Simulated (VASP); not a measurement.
# ZnS (Fm-3m) in VASP: further runs

Runs on ZnS. Level: r2SCAN. Tasks: single point.

All numbers are computed with VASP 6.6.1; they aren't measurements. Logs are shortened: lines on timing, memory, paths and dates and some standing lists are left out, and cuts for length are marked.

## Step 1: The cell of the first run

The structure is cubic, space group Fm-3m (No. 225). The conventional cell has a = 5.112 Å, b = 5.112 Å, c = 5.112 Å, α = 90.00°, β = 90.00°, γ = 90.00°. Within 3.4 Å of Zn (site symmetry m-3m) lie 6 S at 2.56 Å. Within 3.4 Å of S (site symmetry m-3m) lie 6 Zn at 2.56 Å.

## Step 2: Single point, r2SCAN (volume changed by +3%)

File POSCAR:

```
ZnS
1.0
    0.0000000000      2.5560840034      2.5560840034
    2.5560840034      0.0000000000      2.5560840034
    2.5560840034      2.5560840034      0.0000000000
Zn S
1 1
Direct
    0.0000000000      0.0000000000      0.0000000000
    0.5000000000      0.5000000000      0.5000000000
```

File INCAR.step1:

```
ALGO     = Normal         # electronic algorithm
EDIFF    = 1E-4           # SCF threshold, eV
ENCUT    = 520            # plane-wave cutoff, eV
GGA      = PE             # functional
ISMEAR   = -1             # smearing method
LASPH    = T              # aspherical terms in the spheres
LCHARG   = F              # write CHGCAR
LREAL    = F              # projectors in reciprocal space
LWAVE    = T              # write WAVECAR
NBANDS   = 16             # bands
NELM     = 80             # most SCF steps
PREC     = Accurate       # precision mode
SIGMA    = 0.02           # smearing width, eV
```

File INCAR.step2:

```
ALGO     = Normal         # electronic algorithm
EDIFF    = 1E-6           # SCF threshold, eV
ENCUT    = 520            # plane-wave cutoff, eV
ISIF     = 2              # what is computed and relaxed
ISMEAR   = -1             # smearing method
ISTART   = 1            
LASPH    = T              # aspherical terms in the spheres
LCHARG   = F              # write CHGCAR
LMIXTAU  = T            
LREAL    = F              # projectors in reciprocal space
LWAVE    = F              # write WAVECAR
METAGGA  = R2SCAN         # meta-GGA
NBANDS   = 16             # bands
NELM     = 80             # most SCF steps
PREC     = Accurate       # precision mode
SIGMA    = 0.02           # smearing width, eV
```

File KPOINTS:

```
k-points
0
Gamma
  8 8 8
```

Potentials or basis: VASP PAW PBE potentials, release 64 (Zn, S).

Run with:

```bash
> cat potpaw_PBE.64/Zn/POTCAR potpaw_PBE.64/S/POTCAR > POTCAR
> cp INCAR.step1 INCAR
> mpirun -np 1 vasp_std > vasp.out
> cp INCAR.step2 INCAR
> mpirun -np 1 vasp_std > vasp.out
```

OUTCAR:

```text
EDIFF = 1E-6
   ENCUT = 520
   ISIF = 2
   ISMEAR = -1
   ISTART = 1
   LASPH = T
   LREAL = F
   METAGGA = R2SCAN
   NELM = 80
   PREC = Accurate

 ion  position               nearest neighbor table
   1  0.000  0.000  0.000-   2 2.56   2 2.56   2 2.56   2 2.56   2 2.56   2 2.56
   2  0.500  0.500  0.500-   1 2.56   1 2.56   1 2.56   1 2.56   1 2.56   1 2.56

  LATTYP: Found a face centered cubic cell.
 ALAT       =     5.1121680068

  Lattice vectors:

 A1 = (   0.0000000000,   2.5560840034,   2.5560840034)
 A2 = (   2.5560840034,   0.0000000000,   2.5560840034)
 A3 = (   2.5560840034,   2.5560840034,   0.0000000000)

Analysis of symmetry for initial positions (statically):
=====================================================================
 Subroutine PRICEL returns:
 Original cell was already a primitive cell.

 Routine SETGRP: Setting up the symmetry group for a
 face centered cubic supercell.

 Subroutine GETGRP returns: Found 48 space group operations
 (whereof 48 operations were pure point group operations)
 out of a pool of 48 trial point group operations.

The static configuration has the point symmetry O_h .

Analysis of symmetry for dynamics (positions and initial velocities):
=====================================================================
 Subroutine PRICEL returns:
 Original cell was already a primitive cell.

 Routine SETGRP: Setting up the symmetry group for a
 face centered cubic supercell.

 Subroutine GETGRP returns: Found 48 space group operations
 (whereof 48 operations were pure point group operations)
 out of a pool of 48 trial point group operations.

The dynamic configuration has the point symmetry O_h .

 Subroutine INISYM returns: Found 48 space group operations
 (whereof 48 operations are pure point group operations),
 and found     1 'primitive' translations

----------------------------------------------------------------------------------------

                                     Primitive cell

  volume of cell :      33.4007

  direct lattice vectors                    reciprocal lattice vectors
     0.000000000  2.556084003  2.556084003    -0.195611725  0.195611725  0.195611725
     2.556084003  0.000000000  2.556084003     0.195611725 -0.195611725  0.195611725
     2.556084003  2.556084003  0.000000000     0.195611725  0.195611725 -0.195611725

  length of vectors
     3.614848664  3.614848664  3.614848664     0.338809445  0.338809445  0.338809445

  position of ions in fractional coordinates (direct lattice)
     0.000000000  0.000000000  0.000000000
     0.500000000  0.500000000  0.500000000

  ion indices of the primitive-cell ions
   primitive index   ion index
                 1           1
                 2           2

----------------------------------------------------------------------------------------

 KPOINTS: k-points

Automatic generation of k-mesh.
 Grid dimensions read from file:
 generate k-points for:    8    8    8

 Generating k-lattice:

  Cartesian coordinates                     Fractional coordinates (reciprocal lattice)
    -0.024451466  0.024451466  0.024451466     0.125000000  0.000000000  0.000000000
     0.024451466 -0.024451466  0.024451466     0.000000000  0.125000000  0.000000000
     0.024451466  0.024451466 -0.024451466     0.000000000  0.000000000  0.125000000

  Length of vectors
     0.042351181  0.042351181  0.042351181

  Shift w.r.t. Gamma in fractional coordinates (k-lattice)
     0.000000000  0.000000000  0.000000000

 Subroutine IBZKPT returns following result:
 ===========================================

 Found     29 irreducible k-points:

 Following reciprocal coordinates:
            Coordinates               Weight
  0.000000  0.000000  0.000000      1.000000
  0.125000  0.000000  0.000000      8.000000
  0.250000  0.000000  0.000000      8.000000
  0.375000  0.000000  0.000000      8.000000
  0.500000  0.000000  0.000000      4.000000
  0.125000  0.125000  0.000000      6.000000
[... 16 lines left out ...]
  0.500000  0.250000  0.125000     48.000000
 -0.375000  0.250000  0.125000     24.000000
 [... further k-points ...]
   k-points           NKPTS =     29   k-points in BZ     NKDIM =     29   number of bands    NBANDS=     16
   number of dos      NEDOS =    301   number of ions     NIONS =      2
   total plane-waves  NPLWV =  21952
   dimension x,y,z NGX =    28 NGY =   28 NGZ =   28
   dimension x,y,z NGXF=    56 NGYF=   56 NGZF=   56
   ions per type =               1   1
   NGX,Y,Z   is equivalent  to a cutoff of  12.88, 12.88, 12.88 a.u.
   NGXF,Y,Z  is equivalent  to a cutoff of  25.75, 25.75, 25.75 a.u.
 SYSTEM =  unknown system
   PREC   = accura    normal or accurate (medium, high low for compatibility)
   ISTART =      1    job   : 0-new  1-cont  2-samecut
   ICHARG =      0    charge: 1-file 2-atom 10-const
   ISPIN  =      1    spin polarized calculation?
   LNONCOLLINEAR =      F non collinear calculations
   LSORBIT =      F    spin-orbit coupling
   LASPH  =      T    aspherical Exc in radial PAW
   ENCUT  =  520.0 eV  38.22 Ry    6.18 a.u.   6.72  6.72  6.72*2*pi/ulx,y,z
   NELM   =     80;   NELMIN=  2; NELMDL=  0     # of ELM steps
   EDIFF  = 0.1E-05   stopping-criterion for ELM
   LREAL  =      F    real-space projection
   EDIFFG = 0.1E-04   stopping-criterion for IOM
   NSW    =      0    number of steps for IOM
   IBRION =     -1    ionic relax: 0-MD 1-quasi-New 2-CG
   NFREE  =      0    steps in history (QN), initial steepest desc. (CG)
   ISIF   =      2    stress and relaxation
   ISYM   =      2    0-nonsym 1-usesym 2-fastsym
   POTIM  = 0.5000    time-step for ionic-motion
   TEBEG  =    0.0;   TEEND  =   0.0 temperature during run
   PSTRESS=    0.0 pullay stress
   NELECT =      18.0000    total number of electrons
   NUPDOWN=      -1.0000    fix difference up-down
   EMIN   =  10.00;   EMAX   =-10.00  energy-range for DOS
   EFERMI =   0.00;   METHOD = LEGACY
   ISMEAR =    -1;   SIGMA  =   0.02  broadening in eV -4-tet -1-fermi 0-gaus
   EFERMI_NEDOS =   21; number of points for ismear=-14 and -15
   IALGO  =     38    algorithm
   IMIX   =      4    mixing-type and parameters
     AMIX     =   0.40;   BMIX     =  1.00
     AMIX_MAG =   1.60;   BMIX_MAG =  1.00
  volume/ion in A,a.u.               =      16.70       112.70
  Fermi-wavevector in a.u.,A,eV,Ry     =   1.332234  2.517557 24.148269  1.774848
  Thomas-Fermi vector in A             =   2.461184
   LORBIT       =      0    0 simple, 1 ext, 2 COOP (PROOUT), +10 PAW based schemes
   METAGGA = R2SCAN    functional components
   LHFCALC =     F    Hartree Fock is set to
   AEXX    =    0.0000 exact exchange contribution
   IVDW    =     0    specifies the selected vdW correction
   LEPSILON=     F    determine dielectric tensor
   LRPA    =     F    only Hartree local field effects (RPA)
 non-spin polarized calculation
  energy-cutoff  :      520.00
  volume of cell :       33.40
 maximum number of plane-waves:       934
   NGX = 13   NGY = 13   NGZ = 13

 number of electron      18.0000000 magnetization

 Free energy of the ion-electron system (eV)
  ---------------------------------------------------
  ext. energy  EPLUGINS =         0.00000000
  ---------------------------------------------------
  free energy    TOTEN  =       -18.22908665 eV

  energy without entropy =      -18.22893633  energy(sigma->0) =      -18.22901149

 E-fermi :   3.5960     XC(G=0): -11.3934

 val. band max:        3.5007439862   @ k =  -0.2500   0.1250   0.0000
 cond. band min:       3.6483824880   @ k =   0.5000   0.5000   0.0000
 fundamental gap:      0.1476385019
 Fermi energy:         3.5960094307

 k-point     1 :       0.0000    0.0000    0.0000
  band No.  band energies     occupation
      1     -10.7251      2.00000
      2      -2.9420      2.00000
      3      -2.9420      2.00000
      4      -2.9072      2.00000
      5      -2.9072      2.00000
      6      -2.9072      2.00000
[... 8 lines left out ...]
     15      15.8646      0.00000
     16      15.8646      0.00000

 k-point     2 :       0.1250    0.0000    0.0000
  band No.  band energies     occupation
      1     -10.5427      2.00000
      2      -2.9904      2.00000
      3      -2.9903      2.00000
      4      -2.9302      2.00000
      5      -2.8881      2.00000
      6      -2.8881      2.00000
[... 8 lines left out ...]
     15      14.1985      0.00000
     16      15.6395      0.00000

 k-point     3 :       0.2500    0.0000    0.0000
  band No.  band energies     occupation
      1     -10.0409      2.00000
      2      -3.1105      2.00000
      3      -3.1104      2.00000
      4      -3.0385      2.00000
      5      -2.8344      2.00000
      6      -2.8344      2.00000
[... 8 lines left out ...]
     15      15.1108      0.00000
     16      15.4479      0.00000

 k-point     4 :       0.3750    0.0000    0.0000
  band No.  band energies     occupation
      1      -9.4031      2.00000
      2      -3.3813      2.00000
      3      -3.2265      2.00000
      4      -3.2264      2.00000
      5      -2.7793      2.00000
      6      -2.7792      2.00000
[... 8 lines left out ...]
     15      16.9245      0.00000
     16      16.9245      0.00000
[... 324 lines left out ...]
 k-point    22 :       0.3750    0.2500    0.1250
  band No.  band energies     occupation
      1      -9.6734      2.00000
      2      -3.2876      2.00000
      3      -3.0672      2.00000
      4      -2.9874      2.00000
      5      -2.8259      2.00000
      6      -2.7819      2.00000
[... 8 lines left out ...]
     15      18.0756      0.00000
     16      18.7676      0.00000

 k-point    23 :       0.5000    0.2500    0.1250
  band No.  band energies     occupation
      1      -9.1648      2.00000
      2      -3.3375      2.00000
      3      -3.1741      2.00000
      4      -3.0335      2.00000
      5      -2.7801      2.00000
      6      -2.7344      2.00000
[... 8 lines left out ...]
     15      18.4861      0.00000
     16      19.6873      0.00000

 k-point    24 :      -0.3750    0.2500    0.1250
  band No.  band energies     occupation
      1      -8.9174      2.00000
      2      -3.3567      2.00000
      3      -3.1695      2.00000
      4      -3.1065      2.00000
      5      -2.7484      2.00000
      6      -2.7268      2.00000
[... 8 lines left out ...]
     15      16.9597      0.00000
     16      20.0331      0.00000

 [... further k-points ...]

------------------------ aborting loop because EDIFF is reached ----------------------------------------

  FORCE on cell =-STRESS in cart. coord.  units (eV):
  Direction    XX          YY          ZZ          XY          YZ          ZX
  --------------------------------------------------------------------------------------
  -------------------------------------------------------------------------------------
  Total       -0.5399888     -0.5399888     -0.5399888      0.0000000      0.0000000     -0.0000000
  in kB      -25.9023989    -25.9023989    -25.9023989      0.0000000      0.0000000     -0.0000000
  external PRESSURE =     -25.9023989 kB  Pullay stress =       0.0000000 kB

 VOLUME and BASIS-vectors are now :
 -----------------------------------------------------------------------------
  energy-cutoff  :      520.00
  volume of cell :       33.40
      direct lattice vectors                 reciprocal lattice vectors
     0.000000000  2.556084003  2.556084003    -0.195611725  0.195611725  0.195611725
     2.556084003  0.000000000  2.556084003     0.195611725 -0.195611725  0.195611725
     2.556084003  2.556084003  0.000000000     0.195611725  0.195611725 -0.195611725

 POSITION                                       TOTAL-FORCE (eV/Angst)
 -----------------------------------------------------------------------------------
      0.00000      0.00000      0.00000        -0.000000     -0.000000      0.000000
      2.55608      2.55608      2.55608         0.000000      0.000000     -0.000000
 -----------------------------------------------------------------------------------
    total drift:                               -0.000000      0.000000      0.000000

  FREE ENERGIE OF THE ION-ELECTRON SYSTEM (eV)
  ---------------------------------------------------
  free  energy   TOTEN  =       -18.2290866531 eV

  energy  without entropy=      -18.2289363316  energy(sigma->0) =      -18.22901149
```

Wall time 94 s (1 thread of Intel Xeon Platinum 8259CL at 2.50GHz (Skylake/Cascade Lake), shared host); peak memory 0.16 GiB.

What came out:

| Quantity | Value |
| --- | --- |
| Free energy | -18.2291 eV |
| Pressure | -2.6 GPa |
| Band gap on the k mesh | 0.15 eV, indirect (least direct gap 2.65 eV) |

Caveat: the PAW data sets were made with another functional, which shifts forces and pressure a little.

## Step 3: Single point, r2SCAN (volume changed by +6%)

File POSCAR:

```
ZnS
1.0
    0.0000000000      2.5806632420      2.5806632420
    2.5806632420      0.0000000000      2.5806632420
    2.5806632420      2.5806632420      0.0000000000
Zn S
1 1
Direct
    0.0000000000      0.0000000000      0.0000000000
    0.5000000000      0.5000000000      0.5000000000
```

File INCAR.step1:

```
ALGO = Normal
EDIFF = 1E-4
ENCUT = 520
GGA = PE
ISMEAR = -1
LASPH = T
LCHARG = F
LREAL = F
LWAVE = T
NBANDS = 16
NELM = 60
PREC = Accurate
SIGMA = 0.02
```

File INCAR.step2:

```
ALGO = Normal
EDIFF = 1E-7
ENCUT = 520
ISIF = 2
ISMEAR = -1
ISTART = 1
LASPH = T
LCHARG = F
LMIXTAU = T
LREAL = F
LWAVE = F
METAGGA = R2SCAN
NBANDS = 16
NELM = 60
PREC = Accurate
SIGMA = 0.02
```

KPOINTS is that of step 2.

Potentials or basis: VASP PAW PBE potentials, release 64 (Zn, S).

Run with:

```bash
> cat potpaw_PBE.64/Zn/POTCAR potpaw_PBE.64/S/POTCAR > POTCAR
> cp INCAR.step1 INCAR
> mpirun -np 1 vasp_std > vasp.out
> cp INCAR.step2 INCAR
> mpirun -np 1 vasp_std > vasp.out
```

Run time: 2.5 min. Hardware: 1 thread of Intel Xeon Platinum 8259CL at 2.50GHz (Skylake/Cascade Lake), shared host; peak memory 0.16 GiB.

Results (log left out):

- Free energy: -18.2058 eV
- Pressure: -4.9 GPa
- Band gap on the k mesh: 0.15 eV, indirect (least direct gap 2.54 eV)

Levels at points of the mesh, in eV from the valence-band top:
```tsv
k point	band 7	band 8	band 9	band 10	band 11	band 12
(0.00, 0.00, 0.00)	-0.53	-0.53	-0.53	2.25	9.59	9.59
(0.50, 0.00, 0.00)	-5.33	-0.10	-0.10	4.46	6.13	6.13
(0.50, 0.50, 0.00)	-4.99	-2.39	-2.39	0.15	5.97	12.44
```

Caveat: the PAW data sets were made with another functional, which shifts forces and pressure a little. A k mesh can miss the band edges.
